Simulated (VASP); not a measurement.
# Au (Im-3m) in VASP: notebook

The runs below take Au through single point, with PBEsol.

Program: VASP 6.6.1. These are calculated values, not measurements. Logs are shortened: lines on timing, memory, paths and dates and some standing lists are left out, and cuts for length are marked.

### Step 1. The cell of the first run

The structure is cubic, space group Im-3m (No. 229). The conventional cell has a = 3.198 Å, b = 3.198 Å, c = 3.198 Å, α = 90.00°, β = 90.00°, γ = 90.00°. Within 3.7 Å of Au (site symmetry m-3m) lie 14 Au at 2.77 to 3.20 Å.

### Step 2. Single point, PBEsol (volume scaled by 0.96)

Contents of INCAR:

```
SYSTEM = Au
PREC = Accurate ; ENCUT = 520
EDIFF = 1E-6 ; ISMEAR = -1
SIGMA = 0.1 ; LREAL = .False.
LASPH = .True. ; NELM = 100
ALGO = Normal ; ISIF = 2
LWAVE = .False. ; LCHARG = .False.
GGA = PS ; NBANDS = 12
```

Contents of KPOINTS:

```
regular mesh
0
Gamma
  15 15 15
  0 0 0
```

Contents of POSCAR:

```
Au
1.0
   -1.5989820607      1.5989820607      1.5989820607
    1.5989820607     -1.5989820607      1.5989820607
    1.5989820607      1.5989820607     -1.5989820607
Au
1
Direct
    0.0000000000      0.0000000000      0.0000000000
```

Potentials or basis: VASP PAW PBE potentials, release 64 (Au).

Run with:

```sh
$ cat potpaw_PBE.64/Au/POTCAR > POTCAR
$ mpirun -np 1 vasp_std > vasp.out
```

OUTCAR:

```text
SYSTEM = Au
   PREC = Accurate
   ENCUT = 520
   EDIFF = 1E-6
   ISMEAR = -1
   LREAL = .False.
   LASPH = .True.
   NELM = 100
   ISIF = 2
   GGA = PS

 ion  position               nearest neighbor table
   1  0.000  0.000  0.000-

  LATTYP: Found a body centered cubic cell.
 ALAT       =     3.1979641214

  Lattice vectors:

 A1 = (  -1.5989820607,   1.5989820607,   1.5989820607)
 A2 = (   1.5989820607,  -1.5989820607,   1.5989820607)
 A3 = (   1.5989820607,   1.5989820607,  -1.5989820607)

Analysis of symmetry for initial positions (statically):
=====================================================================
 Subroutine PRICEL returns:
 Original cell was already a primitive cell.

 Routine SETGRP: Setting up the symmetry group for a
 body centered cubic supercell.

 Subroutine GETGRP returns: Found 48 space group operations
 (whereof 48 operations were pure point group operations)
 out of a pool of 48 trial point group operations.

The static configuration has the point symmetry O_h .

Analysis of symmetry for dynamics (positions and initial velocities):
=====================================================================
 Subroutine PRICEL returns:
 Original cell was already a primitive cell.

 Routine SETGRP: Setting up the symmetry group for a
 body centered cubic supercell.

 Subroutine GETGRP returns: Found 48 space group operations
 (whereof 48 operations were pure point group operations)
 out of a pool of 48 trial point group operations.

The dynamic configuration has the point symmetry O_h .

 Subroutine INISYM returns: Found 48 space group operations
 (whereof 48 operations are pure point group operations),
 and found     1 'primitive' translations

----------------------------------------------------------------------------------------

                                     Primitive cell

  volume of cell :      16.3527

  direct lattice vectors                    reciprocal lattice vectors
    -1.598982061  1.598982061  1.598982061     0.000000000  0.312698943  0.312698943
     1.598982061 -1.598982061  1.598982061     0.312698943  0.000000000  0.312698943
     1.598982061  1.598982061 -1.598982061     0.312698943  0.312698943  0.000000000

  length of vectors
     2.769518170  2.769518170  2.769518170     0.442223086  0.442223086  0.442223086

[... 76 lines left out ...]
   ENCUT  =  520.0 eV  38.22 Ry    6.18 a.u.   5.15  5.15  5.15*2*pi/ulx,y,z
   NELM   =    100;   NELMIN=  2; NELMDL= -5     # of ELM steps
   EDIFF  = 0.1E-05   stopping-criterion for ELM
   LREAL  =      F    real-space projection
   EDIFFG = 0.1E-04   stopping-criterion for IOM
   NSW    =      0    number of steps for IOM
   IBRION =     -1    ionic relax: 0-MD 1-quasi-New 2-CG
   NFREE  =      0    steps in history (QN), initial steepest desc. (CG)
   ISIF   =      2    stress and relaxation
   ISYM   =      2    0-nonsym 1-usesym 2-fastsym
   POTIM  = 0.5000    time-step for ionic-motion
   TEBEG  =    0.0;   TEEND  =   0.0 temperature during run
   PSTRESS=    0.0 pullay stress
   NELECT =      11.0000    total number of electrons
   NUPDOWN=      -1.0000    fix difference up-down
   EMIN   =  10.00;   EMAX   =-10.00  energy-range for DOS
   EFERMI =   0.00;   METHOD = LEGACY
   ISMEAR =    -1;   SIGMA  =   0.10  broadening in eV -4-tet -1-fermi 0-gaus
   EFERMI_NEDOS =   21; number of points for ismear=-14 and -15
   IALGO  =     38    algorithm
   IMIX   =      4    mixing-type and parameters
     AMIX     =   0.40;   BMIX     =  1.00
     AMIX_MAG =   1.60;   BMIX_MAG =  1.00
  volume/ion in A,a.u.               =      16.35       110.35
  Fermi-wavevector in a.u.,A,eV,Ry     =   1.434417  2.710655 27.994702  2.057553
  Thomas-Fermi vector in A             =   2.553828
   LORBIT       =      0    0 simple, 1 ext, 2 COOP (PROOUT), +10 PAW based schemes
   GGA     = PS    functional components
   LHFCALC =     F    Hartree Fock is set to
   AEXX    =    0.0000 exact exchange contribution
   IVDW    =     0    specifies the selected vdW correction
   LEPSILON=     F    determine dielectric tensor
   LRPA    =     F    only Hartree local field effects (RPA)
 non-spin polarized calculation
  energy-cutoff  :      520.00
  volume of cell :       16.35
 maximum number of plane-waves:       454
 NGX is ok and might be reduce to    24
   NGX = 11   NGY = 11   NGZ = 11

 number of electron      10.9999999 magnetization

 Free energy of the ion-electron system (eV)
  ---------------------------------------------------
  ext. energy  EPLUGINS =         0.00000000
  ---------------------------------------------------
  free energy    TOTEN  =        -3.88744711 eV

  energy without entropy =       -3.87612981  energy(sigma->0) =       -3.88178846

 E-fermi :   9.8776     XC(G=0): -13.1322

 val. band max:        9.8027385541   @ k =  -0.4000   0.4667   0.0667
 cond. band min:       9.9016971568   @ k =  -0.4000   0.4000   0.2000
 fundamental gap:      0.0989586027
 Fermi energy:         9.8776270833

 k-point     1 :       0.0000    0.0000    0.0000
  band No.  band energies     occupation
      1      -0.3727      2.00000
      2       4.8905      2.00000
      3       4.8905      2.00000
      4       4.8905      2.00000
      5       6.9751      2.00000
      6       6.9751      2.00000
      7      26.4795      0.00000
      8      26.4795      0.00000
      9      26.4795      0.00000
     10      35.0744      0.00000
     11      35.0744      0.00000
     12      35.0752      0.00000
[... 331 lines left out ...]
 k-point    24 :       0.4000    0.2000   -0.0000
  band No.  band energies     occupation
      1       3.0682      2.00000
      2       4.0065      2.00000
      3       5.7095      2.00000
      4       6.8252      2.00000
      5       7.5496      2.00000
      6      12.6116      0.00000
      7      13.5494      0.00000
      8      19.4594      0.00000
      9      24.0670      0.00000
     10      31.2685      0.00000
     11      32.2644      0.00000
     12      36.2154      0.00000

 [... further k-points ...]
[... 5 lines left out ...]
  --------------------------------------------------------------------------------------
  -------------------------------------------------------------------------------------
  Total        0.8266495      0.8266495      0.8266495      0.0000000      0.0000000     -0.0000000
  in kB       80.9918361     80.9918361     80.9918361      0.0000000      0.0000000     -0.0000000
  external PRESSURE =      80.9918361 kB  Pullay stress =       0.0000000 kB

 VOLUME and BASIS-vectors are now :
 -----------------------------------------------------------------------------
  energy-cutoff  :      520.00
  volume of cell :       16.35
      direct lattice vectors                 reciprocal lattice vectors
    -1.598982061  1.598982061  1.598982061     0.000000000  0.312698943  0.312698943
     1.598982061 -1.598982061  1.598982061     0.312698943  0.000000000  0.312698943
     1.598982061  1.598982061 -1.598982061     0.312698943  0.312698943  0.000000000

 POSITION                                       TOTAL-FORCE (eV/Angst)
 -----------------------------------------------------------------------------------
      0.00000      0.00000      0.00000        -0.000000      0.000000     -0.000000
 -----------------------------------------------------------------------------------
    total drift:                               -0.000000      0.000000     -0.000000

  FREE ENERGIE OF THE ION-ELECTRON SYSTEM (eV)
  ---------------------------------------------------
  free  energy   TOTEN  =        -3.8874471056 eV

  energy  without entropy=       -3.8761298112  energy(sigma->0) =       -3.88178846
```

OSZICAR:

```text
N       E                     dE             d eps       ncg     rms          rms(c)
DAV:   1     0.501960662303E+02    0.50196E+02   -0.56012E+03  2920   0.818E+02
DAV:   2    -0.351047880056E+01   -0.53707E+02   -0.51167E+02  3452   0.191E+02
DAV:   3    -0.423582633596E+01   -0.72535E+00   -0.72485E+00  3368   0.215E+01
DAV:   4    -0.423817170001E+01   -0.23454E-02   -0.23453E-02  3328   0.141E+00
DAV:   5    -0.423818758496E+01   -0.15885E-04   -0.15885E-04  3448   0.109E-01    0.106E+01
DAV:   6    -0.391693859271E+01    0.32125E+00   -0.84058E-01  3160   0.737E+00    0.648E+00
DAV:   7    -0.389084048119E+01    0.26098E-01   -0.81862E-02  3376   0.227E+00    0.301E+00
DAV:   8    -0.388746140941E+01    0.33791E-02   -0.22241E-03  3224   0.444E-01    0.314E-01
DAV:   9    -0.388744386800E+01    0.17541E-04   -0.12743E-05  3236   0.331E-02    0.974E-03
DAV:  10    -0.388744707909E+01   -0.32111E-05   -0.11305E-06  3232   0.814E-03    0.149E-03
DAV:  11    -0.388744710562E+01   -0.26531E-07   -0.47546E-08  1688   0.180E-03
   1 F= -.38874471E+01 E0= -.38817885E+01  d E =-.113173E-01
```

It took 14 s on 1 thread of Intel Xeon Platinum 8259CL at 2.50GHz (Skylake/Cascade Lake), shared host; peak memory 0.16 GiB.

What came out:

```
Free energy : -3.8874 eV
Pressure    : 8.1 GPa
```

Caveat: the cell differs from its parent crystal (volume scaled by 0.96); the PAW data sets were made with another functional, which shifts forces and pressure a little; spin-orbit coupling is left out, which moves the levels of the heavy elements.

### Step 3. Single point, PBEsol

This run uses another cell than the first one, of 17.03 Å³/atom, 1.042 times its volume.

Contents of INCAR:

```
PREC     = Accurate       # precision mode
ENCUT    = 520            # plane-wave cutoff, eV
EDIFF    = 1E-6           # SCF threshold, eV
ISMEAR   = -1             # smearing method
SIGMA    = 0.1            # smearing width, eV
LREAL    = False          # projectors in reciprocal space
LASPH    = True           # aspherical terms in the spheres
NELM     = 80             # most SCF steps
ALGO     = Normal         # electronic algorithm
ISIF     = 2              # what is computed and relaxed
LWAVE    = False          # write WAVECAR
LCHARG   = True           # write CHGCAR
GGA      = PS             # functional
LELF     = True           # ELF
LVHAR    = True         
NBANDS   = 12             # bands
```

Contents of KPOINTS:

```
regular mesh
0
Gamma
  15 15 15
```

Contents of POSCAR:

```
Au
1.0
   -1.6208886467      1.6208886467      1.6208886467
    1.6208886467     -1.6208886467      1.6208886467
    1.6208886467      1.6208886467     -1.6208886467
Au
1
Direct
    0.0000000000      0.0000000000      0.0000000000
```

Potentials or basis: VASP PAW PBE potentials, release 64 (Au).

Run with:

```sh
$ cat potpaw_PBE.64/Au/POTCAR > POTCAR
$ mpirun -np 1 vasp_std > vasp.out
```

OUTCAR:

```text
PREC = Accurate
   ENCUT = 520
   EDIFF = 1E-6
   ISMEAR = -1
   LREAL = False
   LASPH = True
   NELM = 80
   ISIF = 2
   GGA = PS

 ion  position               nearest neighbor table
   1  0.000  0.000  0.000-

  LATTYP: Found a body centered cubic cell.
 ALAT       =     3.2417772934

  Lattice vectors:

 A1 = (  -1.6208886467,   1.6208886467,   1.6208886467)
 A2 = (   1.6208886467,  -1.6208886467,   1.6208886467)
[... 528 lines left out ...]
      1       2.7221      2.00000
      2       3.6104      2.00000
      3       5.2242      2.00000
      4       6.2390      2.00000
      5       6.9159      2.00000
      6      11.8657      0.00000
      7      12.6443      0.00000
      8      18.5470      0.00000
      9      23.1519      0.00000
     10      30.2003      0.00000
     11      31.3319      0.00000
     12      34.9835      0.00000

 [... further k-points ...]
[... 5 lines left out ...]
  --------------------------------------------------------------------------------------
  -------------------------------------------------------------------------------------
  Total        0.0167753      0.0167753      0.0167753      0.0000000      0.0000000      0.0000000
  in kB        1.5778330      1.5778330      1.5778330      0.0000000      0.0000000      0.0000000
  external PRESSURE =       1.5778330 kB  Pullay stress =       0.0000000 kB

 VOLUME and BASIS-vectors are now :
 -----------------------------------------------------------------------------
  energy-cutoff  :      520.00
  volume of cell :       17.03
      direct lattice vectors                 reciprocal lattice vectors
    -1.620888647  1.620888647  1.620888647     0.000000000  0.308472763  0.308472763
     1.620888647 -1.620888647  1.620888647     0.308472763  0.000000000  0.308472763
     1.620888647  1.620888647 -1.620888647     0.308472763  0.308472763  0.000000000

 POSITION                                       TOTAL-FORCE (eV/Angst)
 -----------------------------------------------------------------------------------
      0.00000      0.00000      0.00000         0.000000      0.000000      0.000000
 -----------------------------------------------------------------------------------
    total drift:                                0.000000      0.000000     -0.000000

  FREE ENERGIE OF THE ION-ELECTRON SYSTEM (eV)
  ---------------------------------------------------
  free  energy   TOTEN  =        -3.9048292048 eV

  energy  without entropy=       -3.8936438596  energy(sigma->0) =       -3.89923653
```

stdout:

```text
POSCAR found type information on POSCAR Au
 POSCAR found :  1 types and       1 ions
 scaLAPACK will be used
 -----------------------------------------------------------------------------
|                                                                             |
|                                                                             |
|     You enforced a specific xc type in the INCAR file but a different       |
|     I HOPE YOU KNOW WHAT YOU ARE DOING!                                     |
|                                                                             |
 -----------------------------------------------------------------------------

 LDA part: xc-table for (Slater+PW92), standard interpolation
 POSCAR, INCAR and KPOINTS ok, starting setup
 FFT: planning ... GRIDC
 FFT: planning ... GRID_SOFT
 FFT: planning ... GRID
 WAVECAR not read
 entering main loop
```

Wall time 16 s (1 thread of Intel Xeon Platinum 8259CL at 2.50GHz (Skylake/Cascade Lake), shared host); peak memory 0.16 GiB.

What came out:

```yaml
Free_energy: -3.9048 eV
Pressure: 0.2 GPa
```

Caveat: the PAW data sets were made with another functional, which shifts forces and pressure a little; spin-orbit coupling is left out, which moves the levels of the heavy elements.

### Step 4. Single point, PBEsol (volume scaled by 1.04)

Contents of INCAR:

```
SYSTEM = Au
  PREC = Accurate
  ENCUT = 520
  EDIFF = 1E-6
  ISMEAR = -1
  SIGMA = 0.1
  LREAL = .FALSE.
  LASPH = .TRUE.
  NELM = 80
  ALGO = Normal
  ISIF = 2
  LWAVE = .FALSE.
  LCHARG = .FALSE.
  GGA = PS
  NBANDS = 12
```

Contents of KPOINTS:

```
regular mesh
0
G
  15 15 15
  0 0 0
```

Contents of POSCAR:

```
Au
1.0
   -1.6422185750      1.6422185750      1.6422185750
    1.6422185750     -1.6422185750      1.6422185750
    1.6422185750      1.6422185750     -1.6422185750
Au
1
Direct
    0.0000000000      0.0000000000      0.0000000000
```

Run with:

```sh
$ cat potpaw_PBE.64/Au/POTCAR > POTCAR
$ mpirun -np 1 vasp_std > vasp.out
```

Run time: 15 s. Hardware: 1 thread of Intel Xeon Platinum 8259CL at 2.50GHz (Skylake/Cascade Lake), shared host; peak memory 0.15 GiB.

Results (log left out):

* Free energy: -3.8926 eV
* Pressure: -5.9 GPa

Levels at points of the mesh, in eV from the Fermi level:
```csv
k point,band 4,band 5,band 6,band 7,band 8,band 9
"(0.00, 0.00, 0.00)",-4.53,-2.70,-2.70,16.60,16.60,16.60
```

Caveat: the cell differs from its parent crystal (volume scaled by 1.04); the PAW data sets were made with another functional, which shifts forces and pressure a little; spin-orbit coupling is left out, which moves the levels of the heavy elements.

(Part 1 of 2 ends here.)
